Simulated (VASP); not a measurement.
Runs of VASP 6.6.1 on BaTiO3. The structure is that of space group P4mm (No. 99), or close to it. The cells are those of the table. 

| level | potentials or basis | cell | cutoff (eV) | second run | gap on the mesh (eV) | pressure (GPa) | largest force (eV/Å) |
| --- | --- | --- | --- | --- | --- | --- | --- |
| revPBE+D4 | VASP PAW PBE potentials, release 64 (Ba_sv, Ti_sv, O) | a = 3.974, b = 3.974, c = 4.150 Å, 5 atoms | 520 | - | 1.94 | 1.7 | 0.06 |
| PBE+D3(BJ) | VASP PAW PBE potentials, release 64 (Ba_sv, Ti_sv, O) | a = 3.974, b = 3.974, c = 4.092 Å, 5 atoms | 520 | - | 1.92 | 1.8 | 0.07 |
| BLYP+D3(BJ) | VASP PAW PBE potentials, release 64 (Ba_sv, Ti_sv, O) | a = 3.983, b = 3.983, c = 4.102 Å, 5 atoms | 520 | - | 1.92 | 1.9 | 0.12 |
| RPBE | VASP PAW PBE potentials, release 64 (Ba_sv, Ti_sv, O) | a = 3.987, b = 3.987, c = 4.440 Å, 5 atoms | 520 | - | 1.92 | 1.3 | (b) |
| BLYP | VASP PAW PBE potentials, release 64 (Ba_sv, Ti_sv, O) | a = 3.975, b = 3.975, c = 4.534 Å, 5 atoms | 520 | - | 1.89 | 1.5 | 0.19 |
| r2SCAN | VASP PAW PBE potentials, release 64 (Ba_sv, Ti_sv, O) | a = 3.972, b = 3.972, c = 4.113 Å, 5 atoms | 520 | - | 2.32 | 1.9 | 0.17 |
| RPBE+D4 | VASP PAW PBE potentials, release 64 (Ba_sv, Ti_sv, O_h) | a = 3.978, b = 3.978, c = 4.174 Å, 5 atoms | 910 | hard_potentials | 1.95 | 1.3 | (a) |
| revPBE | VASP PAW PBE potentials, release 64 (Ba_sv, Ti_sv, O) | a = 3.990, b = 3.990, c = 4.353 Å, 5 atoms | 520 | - | 1.91 | (c) | 0.07 |

Alike in all rows: task single point; no spin polarisation; k mesh 7 × 7 × 7; smearing fermi-dirac 0.05 eV.

Estimate the missing entries.

(a) 0.05; (b) 0.08; (c) 1.4.

Caveats: spin-orbit coupling is left out, which moves the levels of the heavy elements; the PAW data sets were made with another functional, which shifts forces and pressure a little (some runs); the cutoff is under 1.25 times the usual one of these potentials, so pressure, stress and relaxed cells hold a basis-set (Pulay) error (some runs).

A k mesh can miss the band edges, and the runs leave out spin-orbit coupling on Ba.
